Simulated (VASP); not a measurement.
Set up this calculation in VASP 6.6.1, as the native input.

| Property | Result |
| --- | --- |
| Task | single point |
| Functional | PBE |
| Potentials or basis | VASP PAW PBE potentials, release 64 (Li_sv, O) |
| Cutoff | 750 eV |
| k mesh | 6 × 6 × 6 |
| Occupations | gaussian, width 0.01 eV |
| Spin | no spin polarisation |
| Dipole correction | no |
| Further INCAR settings | ALGO = Normal; EDIFF = 1e-06; NBANDS = 13 |

The structure of Li2O lies in POSCAR:

```
Li2O
1.0
    0.0000000000      2.2863695377      2.2863695377
    2.2863695377      0.0000000000      2.2863695377
    2.2863695377      2.2863695377      0.0000000000
Li O
2 1
Direct
    0.7500000000      0.7500000000      0.7500000000
    0.2500000000      0.2500000000      0.2500000000
    0.0000000000      0.0000000000      0.0000000000
```

These files were run (other wordings do the same):

INCAR

```
PREC = Accurate ; ENCUT = 750
EDIFF = 1E-6 ; ISMEAR = 0
SIGMA = 0.01 ; LREAL = False
LASPH = True ; NELM = 120
ALGO = Normal ; ISIF = 2
LWAVE = False ; LCHARG = False
GGA = PE ; NBANDS = 13
GGA_COMPAT = False
```

KPOINTS

```
Automatic mesh
0
Gamma
  6 6 6
```

Potentials or basis: VASP PAW PBE potentials, release 64 (Li_sv, O).

The run is started by

```console
$ cat potpaw_PBE.64/Li_sv/POTCAR potpaw_PBE.64/O/POTCAR > POTCAR
$ mpirun -np 1 vasp_std > vasp.out
```

Results of the run:

```yaml
Pressure: 2.7 GPa
Band_gap_on_the_k_mesh: 5.04 eV, indirect (least direct gap 5.49 eV)
```

Wall time 17 s on 1 thread of Intel Xeon 8259CL, with other jobs on the host, peak memory 0.16 GiB.
